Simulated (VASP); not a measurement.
# WO (Pm-3m) in VASP: a series of runs, part 2 of 2

VASP 6.6.1. Earlier steps stand in the parts before.

## (3) Single point, PBE+U, collinear spin

This run uses another cell than the first one, of 13.05 Å³/atom.

The input, INCAR:

```
SYSTEM = WO
ALGO = Normal
EDIFF = 1E-6
ENCUT = 520
GGA = PE
ISIF = 2
ISMEAR = 0
ISPIN = 2
LASPH = .True.
LCHARG = .False.
LDAU = .True.
LDAUJ = 0 0
LDAUL = 2 -1
LDAUPRINT = 1
LDAUTYPE = 2
LDAUU = 6.2 0
LMAXMIX = 4
LORBIT = 11
LREAL = .False.
LWAVE = .False.
MAGMOM = 1 -1 0 0
NBANDS = 32
NELM = 150
PREC = Accurate
SIGMA = 0.1
```

The input, KPOINTS:

```
k-points
0
Gamma
  14 14 7
  0 0 0
```

The input, POSCAR:

```
WO
1.0
    2.9664281956      0.0000000000      2.9664281956
    0.0000000000      2.9664281956      2.9664281956
    0.0000000000      0.0000000000      5.9328563912
W O
2 2
Direct
    0.0000000000      0.0000000000      0.0000000000
    0.0000000000      0.0000000000      0.5000000000
    0.5000000000      0.5000000000      0.7500000000
    0.5000000000      0.5000000000      0.2500000000
```

Potentials or basis: VASP PAW PBE potentials, release 64 (W_sv, O).

Started as:

```sh
$ cat potpaw_PBE.64/W_sv/POTCAR potpaw_PBE.64/O/POTCAR > POTCAR
$ mpirun -np 1 vasp_std > vasp.out
```

OUTCAR:

```text
SYSTEM = WO
   EDIFF = 1E-6
   ENCUT = 520
   GGA = PE
   ISIF = 2
   ISMEAR = 0
   ISPIN = 2
   LASPH = .True.
   LORBIT = 11
   LREAL = .False.
   NELM = 150
   PREC = Accurate

 ion  position               nearest neighbor table
   1  0.000  0.000  0.000-   3 2.57   3 2.57   4 2.57   3 2.57   4 2.57   4 2.57   3 2.57   4 2.57
                             2 2.97   2 2.97   2 2.97   2 2.97   2 2.97   2 2.97
   2  0.000  0.000  0.500-   4 2.57   3 2.57   4 2.57   3 2.57   4 2.57   3 2.57   4 2.57   3 2.57
                             1 2.97   1 2.97   1 2.97   1 2.97   1 2.97   1 2.97
   3  0.500  0.500  0.750-   2 2.57   1 2.57   2 2.57   1 2.57   2 2.57   1 2.57   2 2.57   1 2.57

   4  0.500  0.500  0.250-   1 2.57   1 2.57   2 2.57   1 2.57   2 2.57   2 2.57   1 2.57   2 2.57

  LATTYP: Found a face centered cubic cell.
 ALAT       =     5.9328563912

  Lattice vectors:

 A1 = (   2.9664281956,  -2.9664281956,   0.0000000000)
 A2 = (   2.9664281956,   0.0000000000,   2.9664281956)
 A3 = (   0.0000000000,  -2.9664281956,   2.9664281956)

Analysis of symmetry for initial positions (statically):
=====================================================================
 Subroutine PRICEL returns following result:

  LATTYP: Found a simple cubic cell.
 ALAT       =     2.9664281956
[... 12 lines left out ...]
 Subroutine GETGRP returns: Found 48 space group operations
 (whereof 48 operations were pure point group operations)
 out of a pool of 48 trial point group operations.

The static configuration has the point symmetry O_h .

Analysis of symmetry for dynamics (positions and initial velocities):
=====================================================================
 Subroutine PRICEL returns following result:

  LATTYP: Found a simple cubic cell.
 ALAT       =     2.9664281956
[... 12 lines left out ...]
 Subroutine GETGRP returns: Found 48 space group operations
 (whereof 48 operations were pure point group operations)
 out of a pool of 48 trial point group operations.

[... 238 lines left out ...]
  ---------------------------------------------------
  ext. energy  EPLUGINS =         0.00000000
  ---------------------------------------------------
  free energy    TOTEN  =       -21.36298737 eV

  energy without entropy =      -21.34330003  energy(sigma->0) =      -21.35314370

 E-fermi :   9.3673     XC(G=0): -12.5115

 val. band max:        9.3573645572   @ k =   0.3571   0.3571   0.0000
 cond. band min:       9.3682729799   @ k =   0.3571   0.3571   0.1429
 fundamental gap:      0.0109084227
 Fermi energy:         9.3672983882

 spin component 1

 k-point     1 :       0.0000    0.0000    0.0000
  band No.  band energies     occupation
      1     -66.9791      1.00000
      2     -66.3579      1.00000
      3     -31.2108      1.00000
      4     -31.2108      1.00000
      5     -31.2108      1.00000
      6     -30.3173      1.00000
[... 1673 lines left out ...]
     31      20.9014      0.00000
     32      21.5081      0.00000

 [... further k-points ...]

------------------------ aborting loop because EDIFF is reached ----------------------------------------

  FORCE on cell =-STRESS in cart. coord.  units (eV):
  Direction    XX          YY          ZZ          XY          YZ          ZX
  --------------------------------------------------------------------------------------
  -------------------------------------------------------------------------------------
  Total       -4.7676403     -4.7676403     -4.7676403      0.0000000      0.0000000      0.0000000
  in kB     -146.3128764   -146.3128764   -146.3128764      0.0000000      0.0000000      0.0000000
  external PRESSURE =    -146.3128764 kB  Pullay stress =       0.0000000 kB

 VOLUME and BASIS-vectors are now :
 -----------------------------------------------------------------------------
  energy-cutoff  :      520.00
  volume of cell :       52.21
      direct lattice vectors                 reciprocal lattice vectors
     2.966428196  0.000000000  2.966428196     0.337105749  0.000000000  0.000000000
     0.000000000  2.966428196  2.966428196     0.000000000  0.337105749  0.000000000
     0.000000000  0.000000000  5.932856391    -0.168552875 -0.168552875  0.168552875

 POSITION                                       TOTAL-FORCE (eV/Angst)
 -----------------------------------------------------------------------------------
      0.00000      0.00000      0.00000         0.000000     -0.000000      0.000000
      0.00000      0.00000      2.96643         0.000000     -0.000000     -0.000000
      1.48321      1.48321      7.41607        -0.000000      0.000000      0.000000
      1.48321      1.48321      4.44964        -0.000000      0.000000     -0.000000
 -----------------------------------------------------------------------------------
    total drift:                                0.000000      0.000000      0.000000

  FREE ENERGIE OF THE ION-ELECTRON SYSTEM (eV)
  ---------------------------------------------------
  free  energy   TOTEN  =       -21.3629873655 eV

  energy  without entropy=      -21.3433000275  energy(sigma->0) =      -21.35314370

 total charge

# of ion       s       p       d       tot
------------------------------------------
    1        2.344   6.142   3.084  11.569
    2        2.344   6.142   3.084  11.569
    3        1.628   3.226   0.000   4.855
    4        1.628   3.226   0.000   4.855
--------------------------------------------------
tot          7.944  18.736   6.167  32.848

 magnetization (x)

# of ion       s       p       d       tot
------------------------------------------
    1        0.031   0.014   1.259   1.304
    2       -0.031  -0.014  -1.259  -1.304
    3        0.000   0.000   0.000   0.000
    4        0.000   0.000   0.000   0.000
--------------------------------------------------
tot          0.000   0.000   0.000   0.000
```

OSZICAR:

```text
N       E                     dE             d eps       ncg     rms          rms(c)
DAV:   1     0.430817405097E+03    0.43082E+03   -0.21328E+04  7720   0.139E+03
DAV:   2    -0.598292399044E+00   -0.43142E+03   -0.41159E+03  8640   0.429E+02
DAV:   3    -0.250855312278E+02   -0.24487E+02   -0.23897E+02  8672   0.101E+02
DAV:   4    -0.253362806094E+02   -0.25075E+00   -0.25052E+00  8456   0.111E+01
[... 13 lines left out ...]
DAV:  18    -0.213629857313E+02    0.58629E-05   -0.58834E-04  8824   0.579E-02    0.109E-02
DAV:  19    -0.213629875404E+02   -0.18091E-05   -0.41463E-06  6496   0.111E-02    0.552E-03
DAV:  20    -0.213629882454E+02   -0.70493E-06   -0.12686E-04  6968   0.234E-02    0.313E-03
DAV:  21    -0.213629873655E+02    0.87988E-06   -0.74492E-06  6032   0.807E-03
   1 F= -.21362987E+02 E0= -.21353144E+02  d E =-.196873E-01  mag=    -0.0000
```

It took 3 min on 1 thread of Intel Xeon 6975P-C (Granite Rapids), shared host; peak memory 0.34 GiB.

What came out:

```yaml
Free_energy: -21.3630 eV
Pressure: -14.6 GPa
Band_gap_on_the_k_mesh: zero (filled and empty bands overlap)
Net_moment: 0.00 μB per cell
Site_moments: W +1.30, -1.30; O +0.00 μB
Valence_electrons_inside_the_program's_atomic_spheres: W 11.57; O 4.86
```

Eigenvalues of the final occupation matrices:
```tsv
site	spin	trace	eigenvalues
site 1 d	1	2.20	0.32 0.32 0.32 0.62 0.62
site 1 d	2	0.93	0.08 0.08 0.08 0.34 0.34
site 2 d	1	0.93	0.08 0.08 0.08 0.34 0.34
site 2 d	2	2.20	0.32 0.32 0.32 0.62 0.62
```

Caveat: the cell stands under tension; spin-orbit coupling is left out, which moves the levels of the heavy elements.

## (4) Single point, PBE+U, collinear spin

This run uses another cell than the first one, of 13.49 Å³/atom.

The input, INCAR:

```
SYSTEM = WO
PREC = Accurate
ENCUT = 520
EDIFF = 1E-7
ISMEAR = 0
SIGMA = 0.1
LREAL = .FALSE.
LASPH = .TRUE.
NELM = 150
ALGO = Normal
ISIF = 2
LWAVE = .FALSE.
LCHARG = .FALSE.
ISPIN = 2
MAGMOM = 1 -1 0 0
LORBIT = 11
LMAXMIX = 4
LDAU = .TRUE.
LDAUTYPE = 2
LDAUL = 2 -1
LDAUU = 6.2 0
LDAUJ = 0 0
LDAUPRINT = 1
GGA = PE
NBANDS = 32
```

The input, KPOINTS:

```
regular mesh
0
G
  14 14 7
  0 0 0
```

The input, POSCAR:

```
WO
1.0
    2.9993660177      0.0000000000      2.9993660176
    0.0000000000      2.9993660177      2.9993660176
    0.0000000001      0.0000000001      5.9987320353
W O
2 2
Direct
    0.0000000000      0.0000000000      0.0000000000
    0.0000000000      0.0000000000      0.5000000000
    0.5000000000      0.5000000000      0.7500000000
    0.5000000000      0.5000000000      0.2500000000
```

Potentials or basis: VASP PAW PBE potentials, release 64 (W_sv, O).

Started as:

```sh
$ cat potpaw_PBE.64/W_sv/POTCAR potpaw_PBE.64/O/POTCAR > POTCAR
$ mpirun -np 1 vasp_std > vasp.out
```

OUTCAR:

```text
SYSTEM = WO
   PREC = Accurate
   ENCUT = 520
   EDIFF = 1E-7
   ISMEAR = 0
   LREAL = .FALSE.
   LASPH = .TRUE.
   NELM = 150
   ISIF = 2
   ISPIN = 2
   LORBIT = 11
   GGA = PE

 ion  position               nearest neighbor table
   1  0.000  0.000  0.000-   3 2.60   4 2.60   3 2.60   4 2.60   3 2.60   4 2.60   3 2.60   4 2.60
                             2 3.00   2 3.00   2 3.00   2 3.00   2 3.00   2 3.00
   2  0.000  0.000  0.500-   4 2.60   3 2.60   4 2.60   3 2.60   3 2.60   4 2.60   3 2.60   4 2.60
                             1 3.00   1 3.00   1 3.00   1 3.00   1 3.00   1 3.00
   3  0.500  0.500  0.750-   2 2.60   1 2.60   2 2.60   1 2.60   1 2.60   2 2.60   1 2.60   2 2.60

   4  0.500  0.500  0.250-   1 2.60   2 2.60   1 2.60   2 2.60   1 2.60   2 2.60   1 2.60   2 2.60

  LATTYP: Found a face centered cubic cell.
 ALAT       =     5.9987320354

  Lattice vectors:

 A1 = (   2.9993660177,  -2.9993660177,   0.0000000000)
 A2 = (   2.9993660177,   0.0000000000,   2.9993660176)
 A3 = (   0.0000000001,  -2.9993660176,   2.9993660177)

Analysis of symmetry for initial positions (statically):
=====================================================================
 Subroutine PRICEL returns following result:

  LATTYP: Found a simple cubic cell.
 ALAT       =     2.9993660176
[... 12 lines left out ...]
 Subroutine GETGRP returns: Found 48 space group operations
 (whereof 48 operations were pure point group operations)
 out of a pool of 48 trial point group operations.

The static configuration has the point symmetry O_h .

Analysis of symmetry for dynamics (positions and initial velocities):
=====================================================================
 Subroutine PRICEL returns following result:

  LATTYP: Found a simple cubic cell.
 ALAT       =     2.9993660176
[... 12 lines left out ...]
 Subroutine GETGRP returns: Found 48 space group operations
 (whereof 48 operations were pure point group operations)
 out of a pool of 48 trial point group operations.

The dynamic configuration has the point symmetry O_h .

Analysis of structural, dynamic, and magnetic symmetry:
=====================================================================
 Subroutine PRICEL returns following result:

  LATTYP: Found a simple cubic cell.
 ALAT       =     2.9993660176
[... 12 lines left out ...]
 Subroutine GETGRP returns: Found 48 space group operations
 (whereof 48 operations were pure point group operations)
 out of a pool of 48 trial point group operations.

The overall configuration has the point symmetry O_h .

 Subroutine INISYM returns: Found 48 space group operations
 (whereof 48 operations are pure point group operations),
 and found     2 'primitive' translations

----------------------------------------------------------------------------------------

                                     Primitive cell

  volume of cell :      26.9829

  direct lattice vectors                    reciprocal lattice vectors
     0.000000000 -2.999366018  0.000000000    -0.000000000 -0.333403791  0.000000000
     2.999366018 -0.000000000 -0.000000000     0.333403791  0.000000000 -0.000000000
[... 167 lines left out ...]
spin component  1

  0.0839  0.0000  0.0000  0.0000 -0.0000
  0.0000  0.0839  0.0000 -0.0000  0.0000
  0.0000  0.0000  0.3519  0.0000 -0.0000
  0.0000 -0.0000  0.0000  0.0839 -0.0000
 -0.0000  0.0000 -0.0000 -0.0000  0.3519

spin component  2

  0.2911 -0.0000  0.0000 -0.0000  0.0000
 -0.0000  0.2911  0.0000 -0.0000  0.0000
  0.0000  0.0000  0.6226  0.0000 -0.0000
 -0.0000 -0.0000  0.0000  0.2911 -0.0000
  0.0000  0.0000 -0.0000 -0.0000  0.6226

 occupancies and eigenvectors

  o =  0.0839  v =  0.0000 -0.7072  0.0000 -0.7070  0.0000  0.0000  0.0000  0.0000  0.0000  0.0000      0.0000  0.0000  0.0000  0.0000  0.0000  0.0000  0.0000  0.0000  0.0000  0.0000
  o =  0.0839  v =  1.0000  0.0000 -0.0000  0.0000  0.0000  0.0000  0.0000  0.0000  0.0000  0.0000      0.0000  0.0000  0.0000  0.0000  0.0000  0.0000  0.0000  0.0000  0.0000  0.0000
  o =  0.0839  v = -0.0000 -0.7070 -0.0000  0.7072  0.0000  0.0000  0.0000  0.0000  0.0000  0.0000      0.0000  0.0000  0.0000  0.0000  0.0000  0.0000  0.0000  0.0000  0.0000  0.0000
  o =  0.2911  v =  0.0000  0.0000  0.0000  0.0000  0.0000 -0.0000 -0.7071  0.0000 -0.7071  0.0000      0.0000  0.0000  0.0000  0.0000  0.0000  0.0000  0.0000  0.0000  0.0000  0.0000
  o =  0.2911  v =  0.0000  0.0000  0.0000  0.0000  0.0000  1.0000 -0.0000 -0.0000 -0.0000 -0.0000      0.0000  0.0000  0.0000  0.0000  0.0000  0.0000  0.0000  0.0000  0.0000  0.0000
  o =  0.2911  v =  0.0000  0.0000  0.0000  0.0000  0.0000  0.0000  0.7071  0.0000 -0.7071 -0.0000      0.0000  0.0000  0.0000  0.0000  0.0000  0.0000  0.0000  0.0000  0.0000  0.0000
  o =  0.3519  v =  0.0000  0.0000  0.9774  0.0000  0.2116  0.0000  0.0000  0.0000  0.0000  0.0000      0.0000  0.0000  0.0000  0.0000  0.0000  0.0000  0.0000  0.0000  0.0000  0.0000
  o =  0.3519  v = -0.0000  0.0000 -0.2116 -0.0000  0.9774  0.0000  0.0000  0.0000  0.0000  0.0000      0.0000  0.0000  0.0000  0.0000  0.0000  0.0000  0.0000  0.0000  0.0000  0.0000
  o =  0.6226  v =  0.0000  0.0000  0.0000  0.0000  0.0000  0.0000  0.0000 -0.0000 -0.0000  1.0000      0.0000  0.0000  0.0000  0.0000  0.0000  0.0000  0.0000  0.0000  0.0000  0.0000
  o =  0.6226  v =  0.0000  0.0000  0.0000  0.0000  0.0000 -0.0000 -0.0000 -1.0000 -0.0000 -0.0000      0.0000  0.0000  0.0000  0.0000  0.0000  0.0000  0.0000  0.0000  0.0000  0.0000

 number of electron      39.9999998 magnetization       0.0000000

 Free energy of the ion-electron system (eV)
  ---------------------------------------------------
  ext. energy  EPLUGINS =         0.00000000
  ---------------------------------------------------
  free energy    TOTEN  =       -21.17565882 eV

  energy without entropy =      -21.15645793  energy(sigma->0) =      -21.16605838

 E-fermi :   8.8992     XC(G=0): -12.3350

 val. band max:        8.8839521883   @ k =   0.2857   0.2857   0.0000
 cond. band min:       8.9407817271   @ k =   0.5000   0.3571   0.2857
 fundamental gap:      0.0568295388
 Fermi energy:         8.8992462671

 spin component 1

 k-point     1 :       0.0000    0.0000    0.0000
  band No.  band energies     occupation
      1     -67.5067      1.00000
      2     -66.9365      1.00000
      3     -31.7031      1.00000
      4     -31.7031      1.00000
      5     -31.7031      1.00000
      6     -30.8857      1.00000
[... 1673 lines left out ...]
     31      20.0841      0.00000
     32      20.7442      0.00000

 [... further k-points ...]

------------------------ aborting loop because EDIFF is reached ----------------------------------------

  FORCE on cell =-STRESS in cart. coord.  units (eV):
  Direction    XX          YY          ZZ          XY          YZ          ZX
  --------------------------------------------------------------------------------------
  -------------------------------------------------------------------------------------
  Total       -6.6224079     -6.6224079     -6.6224079      0.0000000      0.0000000      0.0000000
  in kB     -196.6111357   -196.6111357   -196.6111357      0.0000000      0.0000000      0.0000000
  external PRESSURE =    -196.6111357 kB  Pullay stress =       0.0000000 kB

 VOLUME and BASIS-vectors are now :
 -----------------------------------------------------------------------------
  energy-cutoff  :      520.00
  volume of cell :       53.97
      direct lattice vectors                 reciprocal lattice vectors
     2.999366018  0.000000000  2.999366018     0.333403791  0.000000000 -0.000000000
     0.000000000  2.999366018  2.999366018     0.000000000  0.333403791 -0.000000000
     0.000000000  0.000000000  5.998732035    -0.166701895 -0.166701895  0.166701895

 POSITION                                       TOTAL-FORCE (eV/Angst)
 -----------------------------------------------------------------------------------
      0.00000      0.00000      0.00000        -0.000000     -0.000000     -0.000000
      0.00000      0.00000      2.99937         0.000000     -0.000000      0.000000
      1.49968      1.49968      7.49842         0.000000      0.000000     -0.000000
      1.49968      1.49968      4.49905        -0.000000      0.000000      0.000000
 -----------------------------------------------------------------------------------
    total drift:                                0.000000      0.000000      0.000000

  FREE ENERGIE OF THE ION-ELECTRON SYSTEM (eV)
  ---------------------------------------------------
  free  energy   TOTEN  =       -21.1756588188 eV

  energy  without entropy=      -21.1564579343  energy(sigma->0) =      -21.16605838

 total charge

# of ion       s       p       d       tot
------------------------------------------
    1        2.346   6.134   3.036  11.516
    2        2.346   6.134   3.036  11.516
    3        1.626   3.216   0.000   4.842
    4        1.626   3.216   0.000   4.842
--------------------------------------------------
tot          7.944  18.700   6.073  32.716

 magnetization (x)

# of ion       s       p       d       tot
------------------------------------------
    1        0.033   0.013   1.152   1.198
    2       -0.033  -0.013  -1.152  -1.198
    3        0.000   0.000   0.000   0.000
    4        0.000   0.000   0.000   0.000
--------------------------------------------------
tot          0.000   0.000   0.000   0.000
```

Run time: 2.9 min. Hardware: 1 thread of Intel Xeon 6975P-C (Granite Rapids), shared host; peak memory 0.35 GiB.

What came out:

```yaml
Free_energy: -21.1757 eV
Pressure: -19.7 GPa
Band_gap_on_the_k_mesh: zero (filled and empty bands overlap)
Net_moment: 0.00 μB per cell
Site_moments: W +1.20, -1.20; O +0.00 μB
Valence_electrons_inside_the_program's_atomic_spheres: W 11.52; O 4.84
```

Eigenvalues of the final occupation matrices:
| site | spin | trace | eigenvalues |
| --- | --- | --- | --- |
| site 1 d | 1 | 2.12 | 0.29 0.29 0.29 0.62 0.62 |
| site 1 d | 2 | 0.96 | 0.08 0.08 0.08 0.35 0.35 |
| site 2 d | 1 | 0.96 | 0.08 0.08 0.08 0.35 0.35 |
| site 2 d | 2 | 2.12 | 0.29 0.29 0.29 0.62 0.62 |

Caveat: the cell stands under tension; spin-orbit coupling is left out, which moves the levels of the heavy elements.

## (5) Summary

| cell | gap on the mesh (eV) | pressure (GPa) | moment (μB) |
| --- | --- | --- | --- |
| a = 3.938, b = 3.938, c = 5.569 Å, angles 45.0, 45.0, 60.0°, 4 atoms | none | 33.3 | 0.00 |
| a = 4.195, b = 4.195, c = 5.933 Å, angles 45.0, 45.0, 60.0°, 4 atoms | none | -14.6 | 0.00 |
| a = 4.242, b = 4.242, c = 5.999 Å, angles 45.0, 45.0, 60.0°, 4 atoms | none | -19.7 | 0.00 |

Alike in all rows: task single point; level PBE+U; potentials or basis VASP PAW PBE potentials, release 64 (W_sv, O); spin collinear; W d U = 6.2 eV; k mesh 14 × 14 × 7; cutoff (eV) 520; smearing gaussian 0.1 eV.

Caveats: spin-orbit coupling is left out, which moves the levels of the heavy elements; the cell stands under tension (at least some runs); the cell stands under pressure (at least some runs).

Total energies depend on the potentials used, so only differences within one code and one set of settings carry meaning.

The gap in the log of VASP goes by the Fermi energy; the results here count the filled bands.